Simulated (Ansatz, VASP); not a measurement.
# Pb in VASP and in Ansatz

```
CELL_PARAMETERS angstrom
0.00000 3.39387 3.39387
3.39387 0.00000 3.39387
3.39387 3.39387 0.00000
ATOMIC_POSITIONS crystal
Pb 0.00000 0.00000 0.00000
Pb 0.25000 0.25000 0.25000
```

Alike in both runs: task single point; functional r2SCAN; k mesh 6 × 6 × 6; occupations gaussian, width 0.1 eV; no spin polarisation.

|  | VASP | Ansatz |
| --- | --- | --- |
| version | VASP 6.6.1 | Ansatz 0.2.0 |
| potentials or method | VASP PAW PBE potentials, release 64 (Pb_d), cutoff 520 eV | scalar-relativistic, plane waves, PAW |
| valence electrons in the cell | 28 | 28 |

|  | VASP | Ansatz | Ansatz less VASP |
| --- | --- | --- | --- |
| gap on the k mesh at the Fermi level (eV) | none | none | - |
| pressure (GPa) | 2.7 | 2.7 | +0.01 |

VASP's potentials were made for PBE, not for r2SCAN. A gap of «none» marks a metal or a gap that the smearing closes. The functional is the same, so the differences come from potentials, cutoffs and numerics.

Neither program's run includes spin-orbit coupling.
